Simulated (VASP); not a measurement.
Pd, 1 atom in the cell. The structure is cubic, space group Fm-3m (No. 225). Conventional cell: a = 3.916 Å, b = 3.916 Å, c = 3.916 Å, α = 90.00°, β = 90.00°, γ = 90.00°. Pd (site symmetry m-3m) has 12 Pd at 2.77 Å within 3.6 Å.  This cell differs from its parent crystal: volume scaled by 1.02.

| Property | Result |
| --- | --- |
| Program | VASP 6.6.1 |
| Task | electric field gradients |
| Functional | PBE |
| Potentials or basis | VASP PAW PBE potentials, release 64 (Pd) |
| Cutoff | 520 eV |
| k mesh | 18 × 18 × 18 |
| Occupations | fermi-dirac, width 0.05 eV |
| Spin | no spin polarisation |
| Dipole correction | no |
| Further INCAR settings | ALGO = Normal; EDIFF = 1e-08; NBANDS = 11 |

Potentials or basis: VASP PAW PBE potentials, release 64 (Pd).

Run with:

```sh
$ cat potpaw_PBE.64/Pd/POTCAR > POTCAR
$ mpirun -np 1 vasp_std > vasp.out
```

Hardware: 1 thread of Intel(R) Xeon(R) 6975P-C (Granite Rapids) (shared host).

Problem. How long does it take, and how much memory?

Solution. It took 16 s on 1 thread of Intel(R) Xeon(R) 6975P-C (Granite Rapids), with other jobs on the host, peak memory 0.16 GiB. Counts: scf iterations 12, k points 195.
